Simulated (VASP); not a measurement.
Set up this calculation in VASP 6.6.1, as the native input.

```
Task                   : single point
Functional             : LDA
Potentials or basis    : VASP PAW LDA potentials, release 64 (Cu)
Cutoff                 : 520 eV
k mesh                 : 18 × 18 × 14
Occupations            : gaussian, width 0.15 eV
Spin                   : no spin polarisation
Dipole correction      : no
Further INCAR settings : ALGO = Fast; EDIFF = 1e-06; NBANDS = 18
```

The structure of Cu lies in POSCAR:

```
Cu
1.0
    0.0000000000     -1.8075000000     -1.8075000000
    0.0000000000      1.8075000000     -1.8075000000
    3.6150000000      0.0000000000      0.0000000000
Cu
2
Direct
    0.5000000000      0.5000000000      0.5726141079
    0.0000000000      0.0000000000     -0.0726141079
```

This cell differs from its parent crystal: atoms displaced along a vibrational mode.

These files were run (other wordings do the same):

INCAR

```
PREC = Accurate
ENCUT = 520
EDIFF = 1E-6
ISMEAR = 0
SIGMA = 0.15
LREAL = False
LASPH = True
NELM = 60
ALGO = Fast
ISIF = 2
LWAVE = False
LCHARG = False
NBANDS = 18
```

KPOINTS

```
regular mesh
0
Gamma
  18 18 14
```

Potentials or basis: VASP PAW LDA potentials, release 64 (Cu).

Run with:

```sh
$ cat potpaw_LDA.64/Cu/POTCAR > POTCAR
$ mpirun -np 1 vasp_std > vasp.out
```

It gave:

```
Pressure               : 14.7 GPa
Largest force          : 3.690 eV/Å
Band gap on the k mesh : zero (bands 11 and 12 overlap by 6.06 eV)
```

Caveat: the cell differs from its parent crystal (atoms displaced along a vibrational mode); the stress differs along the axes, from 11 to 17 GPa; forces of over 1 eV/Å act on the atoms, so gaps and moduli don't describe the material at rest.

Wall time 100 s on 1 thread of Intel(R) Xeon(R) Platinum 8488C (Sapphire Rapids), with other jobs on the host, peak memory 0.25 GiB.
